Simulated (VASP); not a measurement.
Runs of VASP 6.6.1 on InW4. The structure is that of space group Pm-3m (No. 221), or close to it. The cells are those of the table. The cell was generated, and may not be a known phase.

```tsv
task	cell	k mesh	gap on the mesh (eV)	pressure (GPa)	relaxed volume (Å³/atom)
single point	a = 4.844 Å, 5 atoms	4 × 4 × 4	none	(a)	-
relaxation of cell and atoms	relaxed from a = 4.844 Å, 5 atoms	4 × 4 × 4	none	0.0	22.38
single point	a = 4.800 Å, 5 atoms	8 × 8 × 8	none	0.8	-
relaxation of cell and atoms	relaxed from a = 4.811 Å, 5 atoms	8 × 8 × 8	none	0.0	22.23
single point	a = 4.811 Å, 5 atoms	4 × 4 × 4	none	(b)	-
```

Alike in all rows: level PBE; potentials or basis VASP PAW PBE potentials, release 64 (In_d, W_sv); no spin polarisation; cutoff (eV) 500; smearing gaussian 0.1 eV.

Q: Fill in the values left out.

A: (a) -2.1; (b) 0.7.

Caveats: spin-orbit coupling is left out, which moves the levels of the heavy elements.

A k mesh can miss the band edges, and the runs leave out spin-orbit coupling on In, W.

A gap of «none» marks levels without a gap at the run's occupations.
